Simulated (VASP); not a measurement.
**NaNb3: single point with PBE**

Crystal: NaNb3.

```
Na Nb
1.0
     4.66675    0.00000    0.00000
     0.00000    4.66675    0.00000
     0.00000    0.00000    3.43962
Na Nb
1 3
Direct
  0.00000 0.00000 0.00000
  0.00000 0.50000 0.50000
  0.50000 0.00000 0.50000
  0.50000 0.50000 0.00000
```

```json
{
  "Program": "VASP 6.6.1",
  "Task": "single point",
  "Functional": "PBE",
  "Potentials or basis": "VASP PAW PBE potentials, release 64 (Na_pv, Nb_sv)",
  "Cutoff": "520 eV",
  "k mesh": "4 × 4 × 6",
  "Occupations": "gaussian, width 0.1 eV",
  "Spin": "no spin polarisation",
  "Dipole correction": "no",
  "Further INCAR settings": "ALGO = Normal; EDIFF = 1e-07; NBANDS = 31"
}
```

The pressure is -0.3 GPa and the band gap on the k mesh is zero (band 23 reaches 10.33 eV, above the bottom of band 24 at 8.20 eV).

Stress tensor (GPa, compression positive):
```
-0.30  0.00  0.00
 0.00 -0.30  0.00
 0.00  0.00 -0.20
```

Levels at points of the mesh, in eV from the Fermi level:
```tsv
k point	band 19	band 20	band 21	band 22	band 23	band 24	band 25	band 26	band 27	band 28
(0.00, 0.00, 0.00)	-2.62	-2.08	-1.27	-1.27	1.69	1.72	1.72	2.10	2.10	3.10
(0.50, 0.00, 0.00)	-1.75	-1.09	-1.04	-0.40	-0.11	0.48	0.58	1.17	1.29	1.75
(0.50, 0.50, 0.00)	-1.94	-1.05	-1.05	0.47	0.48	0.53	0.80	0.80	0.98	1.39
(0.00, 0.00, 0.50)	-1.26	-1.26	-1.22	-0.25	-0.25	-0.06	0.74	0.92	0.92	2.35
(0.50, 0.00, 0.50)	-1.49	-1.35	-0.90	-0.74	-0.50	-0.28	0.14	0.79	2.68	2.82
(0.50, 0.50, 0.50)	-2.77	-1.51	0.07	0.07	1.09	1.65	1.83	1.83	1.98	3.19
```

Wall time 51 s on 1 thread of Intel(R) Xeon(R) Platinum 8375C CPU @ 2.90GHz (Ice Lake), with other jobs on the host, peak memory 0.2 GiB.
